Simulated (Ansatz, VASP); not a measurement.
## Two plane-wave programs on Nb

```
CELL_PARAMETERS angstrom
0.00000 2.34010 2.34068
1.65494 0.00000 2.34068
1.65494 2.34010 0.00000
ATOMIC_POSITIONS crystal
Nb 0.00000 0.00000 0.00000
```

Alike in both runs: functional PBE; k mesh 24 × 24 × 24; occupations gaussian, width 0.1 eV; no spin polarisation.

Ansatz relaxed the structure, and its values are those at the end. VASP's run is a single point on that final structure, the one shown.

|  | VASP | Ansatz |
| --- | --- | --- |
| version | VASP 6.6.1 | Ansatz 0.2.0 |
| potentials or method | VASP PAW PBE potentials, release 64 (Nb_sv), cutoff 520 eV | scalar-relativistic, plane waves, PAW |
| valence electrons in the cell | 13 | 13 |

```csv
,VASP,Ansatz,Ansatz less VASP
gap on the k mesh at the Fermi level (eV),none,none,-
pressure (GPa),-0.4,0.0,+0.35
```

A gap of «none» marks a metal or a gap that the smearing closes. The functional is the same, so the differences come from potentials, cutoffs and numerics.
